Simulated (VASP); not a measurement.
Here is a VASP 6.6.1 calculation.

File POSCAR:

```
Li2Se
1.0
    0.0000000000      3.0031291506      3.0031291506
    3.0031291506      0.0000000000      3.0031291506
    3.0031291506      3.0031291506      0.0000000000
Li Se
2 1
Direct
    0.7500000000      0.7500000000      0.7500000000
    0.2500000000      0.2500000000      0.2500000000
    0.0000000000      0.0000000000      0.0000000000
```

Contents of INCAR.step1:

```
SYSTEM = Li2Se
ALGO = Normal
EDIFF = 1E-5
EDIFFG = -0.005
ENCUT = 830
GGA = PE
GGA_COMPAT = .False.
IBRION = 2
ISIF = 3
ISMEAR = -1
LASPH = .True.
LCHARG = .False.
LREAL = .False.
LWAVE = .True.
NELM = 120
NELMIN = 4
NSW = 100
PREC = Accurate
SIGMA = 0.02
```

Contents of INCAR.step2:

```
SYSTEM = Li2Se
ALGO = Normal
EDIFF = 1E-7
EDIFFG = -0.005
ENCUT = 830
GGA_COMPAT = .False.
IBRION = 2
ISIF = 3
ISMEAR = -1
ISTART = 1
LASPH = .True.
LCHARG = .False.
LMIXTAU = .True.
LREAL = .False.
LWAVE = .False.
METAGGA = R2SCAN
NELM = 120
NELMIN = 4
NSW = 80
PREC = Accurate
SIGMA = 0.02
```

KPOINTS

```
k-points
0
Gamma
  6 6 6
  0 0 0
```

Potentials or basis: VASP PAW PBE potentials, release 64 (Li_sv, Se).

Launch:

```sh
$ cat potpaw_PBE.64/Li_sv/POTCAR potpaw_PBE.64/Se/POTCAR > POTCAR
$ cp INCAR.step1 INCAR
$ mpirun -np 1 vasp_std > vasp.out
$ cp INCAR.step2 INCAR
$ mpirun -np 1 vasp_std > vasp.out
```

Question: What does it give for the band gap on the k mesh?

Answer: 3.45 eV (least direct gap 4.19 eV).

Question: What does it give for the relaxed cell?

Answer: a = 4.228 Å, b = 4.228 Å, c = 4.228 Å, α = 60.00°, β = 60.00°, γ = 60.00°.

Question: Estimate the space group after relaxing (to 0.1 Å).

Answer: Fm-3m (No. 225).

Step by step:
```tsv
step	energy change (eV)	largest force (eV/Å)	pressure (GPa)	volume (Å³)
1	0.0000	0.0000	-0.51	54.17
2	-0.0010	0.0000	-0.20	53.72
3	-0.0012	0.0000	-0.07	53.54
4	-0.0011	0.0000	0.19	53.17
5	-0.0013	0.0000	0.00	53.44
```

Caveat: the PAW data sets were made with another functional, which shifts forces and pressure a little. A k mesh can miss the band edges.
